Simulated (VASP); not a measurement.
Input of a VASP 6.6.1 run:

File INCAR:

```
PREC = Accurate ; ENCUT = 520
EDIFF = 1E-7 ; ISMEAR = -1
SIGMA = 0.1 ; LREAL = False
LASPH = True ; NELM = 100
ALGO = Normal ; ISIF = 2
LWAVE = False ; LCHARG = True
GGA = PS ; LELF = True
LVHAR = True ; NBANDS = 18
```

File KPOINTS:

```
Automatic mesh
0
Gamma
  14 14 14
```

Contents of POSCAR:

```
Cu
1.0
    0.0000000000      2.5068046946      2.5068046946
    2.5068046946      0.0000000000      2.5068046946
    2.5068046946      2.5068046946      0.0000000000
Cu
2
Direct
   -0.1250000000     -0.1250000000     -0.1250000000
    0.1250000000      0.1250000000      0.1250000000
```

Potentials or basis: VASP PAW PBE potentials, release 64 (Cu).

Launch:

```bash
$ cat potpaw_PBE.64/Cu/POTCAR > POTCAR
$ mpirun -np 1 vasp_std > vasp.out
```

Q: Estimate the pressure.

A: 12.3 GPa.

Q: Estimate the band gap on the k mesh.

A: Zero (band 11 reaches 5.04 eV, above the bottom of band 12 at 4.00 eV).

Caveat: the PAW data sets were made with another functional, which shifts forces and pressure a little.
